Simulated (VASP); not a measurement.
Wanted: the native input for a VASP 6.6.1 run.

```
Task                   : single point
Functional             : LDA
Potentials or basis    : VASP PAW LDA potentials, release 64 (Zn, Se)
Cutoff                 : 520 eV
k mesh                 : 8 × 8 × 8
Occupations            : fermi-dirac, width 0.03 eV
Spin                   : no spin polarisation
Dipole correction      : no
Further INCAR settings : ALGO = Normal; EDIFF = 1e-06; NBANDS = 16
```

The structure of ZnSe lies in POSCAR:

```
ZnSe
1.0
    0.0000000000      2.8525674344      2.8525674344
    2.8525674344      0.0000000000      2.8525674344
    2.8525674344      2.8525674344      0.0000000000
Zn Se
1 1
Direct
    0.0000000000      0.0000000000      0.0000000000
    0.7500000000      0.7500000000      0.7500000000
```

This cell differs from its parent crystal: volume scaled by 1.02.

The input as run:

INCAR

```
PREC = Accurate
ENCUT = 520
EDIFF = 1E-6
ISMEAR = -1
SIGMA = 0.03
LREAL = False
LASPH = True
NELM = 80
ALGO = Normal
ISIF = 2
LWAVE = False
LCHARG = False
NBANDS = 16
```

KPOINTS

```
Automatic mesh
0
Gamma
  8 8 8
```

Potentials or basis: VASP PAW LDA potentials, release 64 (Zn, Se).

Launch:

```bash
$ cat potpaw_LDA.64/Zn/POTCAR potpaw_LDA.64/Se/POTCAR > POTCAR
$ mpirun -np 1 vasp_std > vasp.out
```

Results of the run:

```json
{"Pressure": "-4.2 GPa", "Band gap on the k mesh": "0.99 eV, direct"}
```

Run time: 39 s on 1 thread of AMD EPYC 7R13, on a shared host, peak memory 0.13 GiB.
